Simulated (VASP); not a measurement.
The system is Hf.

```
Hf
1.0
     2.91381    0.00000    0.00000
     0.00000    2.91381    0.00000
     0.00000    0.00000    2.91381
Hf
1
Direct
  0.50000 0.50000 0.50000
```

Base run:

```yaml
Program: VASP 6.6.1
Functional: PBE
Potentials_or_basis: VASP PAW PBE potentials, release 64 (Hf_pv)
Cutoff: 520 eV
k_mesh: 9 × 9 × 9
Occupations: fermi-dirac, width 0.05 eV
Spin: no spin polarisation
```

Its results: band gap on the k mesh zero (band 5 reaches 4.48 eV, above the bottom of band 6 at 2.42 eV); pressure -0.2 GPa.

**Question.** After a change of settings the same cell gave: band gap on the k mesh zero (band 5 reaches 4.49 eV, above the bottom of band 6 at 2.42 eV); pressure 0.6 GPa. Which change was it?
A. functional from PBE to r2SCAN; k mesh from 9 × 9 × 9 to 5 × 5 × 5
B. functional from PBE to B3LYP; k mesh from 9 × 9 × 9 to 5 × 5 × 5
C. dispersion from none to D3(BJ)
D. occupations from fermi-dirac, width 0.05 eV to gaussian, width 0.011 eV; further incar settings from ALGO = Normal; EDIFF = 1e-06; NBANDS = 11 to ALGO = Fast; EDIFF = 1e-06; NBANDS = 11

**Answer.** D.

Caveats: spin-orbit coupling is left out, which moves the levels of the heavy elements.
